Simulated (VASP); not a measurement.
PbF2, 3 atoms in the cell. Symmetry: I4/mmm, No. 139, tetragonal system. Conventional cell: a = 4.200 Å, b = 4.200 Å, c = 6.058 Å, α = 90.00°, β = 90.00°, γ = 90.00°. Pb (site symmetry 4/mmm) has 8 F at 2.59 Å within 3.4 Å. F (site symmetry -4m2) has 4 Pb at 2.59 Å and 6 F at 2.97 to 3.03 Å within 3.4 Å.  This cell differs from its parent crystal: zz strain of +2 %.

```yaml
Program: VASP 6.6.1
Task: electric field gradients
Functional: LDA
Potentials_or_basis: VASP PAW LDA potentials, release 64 (Pb_d, F)
Cutoff: 520 eV
k_mesh: 7 × 7 × 7
Occupations: fermi-dirac, width 0.03 eV
Spin: no spin polarisation
Dipole_correction: no
Further_INCAR_settings: ALGO = Normal; EDIFF = 1e-08; NBANDS = 21
```

Potentials or basis: VASP PAW LDA potentials, release 64 (Pb_d, F).

Launch:

```console
$ cat potpaw_LDA.64/Pb_d/POTCAR potpaw_LDA.64/F/POTCAR > POTCAR
$ mpirun -np 1 vasp_std > vasp.out
```

Hardware: 1 thread of Intel Xeon 6975P-C (shared host).

How long does it take, and how much memory?

It took 33 s on 1 thread of Intel Xeon 6975P-C (shared host), peak memory 0.18 GiB. Counts: scf iterations 15, k points 40.
